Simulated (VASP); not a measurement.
AlN:

```
CELL_PARAMETERS angstrom
2.83285 0.00000 0.00000
-1.41643 2.45332 0.00000
0.00000 0.00000 4.84101
ATOMIC_POSITIONS crystal
Al 0.00000 0.00000 0.00000
Al 0.00000 0.00000 0.50000
N 0.33333 0.66667 0.25000
N 0.66667 0.33333 0.75000
```

Base run:

* Program: VASP 6.6.1
* Functional: r2SCAN
* Potentials or basis: VASP PAW PBE potentials, release 64 (Al, N)
* Cutoff: 520 eV
* k mesh: 9 × 9 × 4
* Occupations: gaussian, width 0.01 eV
* Spin: no spin polarisation

Its results: band gap on the k mesh 5.88 eV, indirect (least direct gap 5.96 eV); pressure -0.8 GPa.

**Question.** The run is repeated on the same cell with these changes: functional from r2SCAN to HSE06; k mesh from 9 × 9 × 4 to 6 × 6 × 4. What comes out?

**Answer.** Band gap on the k mesh 6.37 eV, indirect (least direct gap 6.68 eV); pressure -1.7 GPa.

Several settings changed at once, so the effect can't be laid on one alone.

Caveats: some runs use coarse meshes; the PAW data sets were made with another functional, which shifts forces and pressure a little.

A k mesh can miss the band edges.
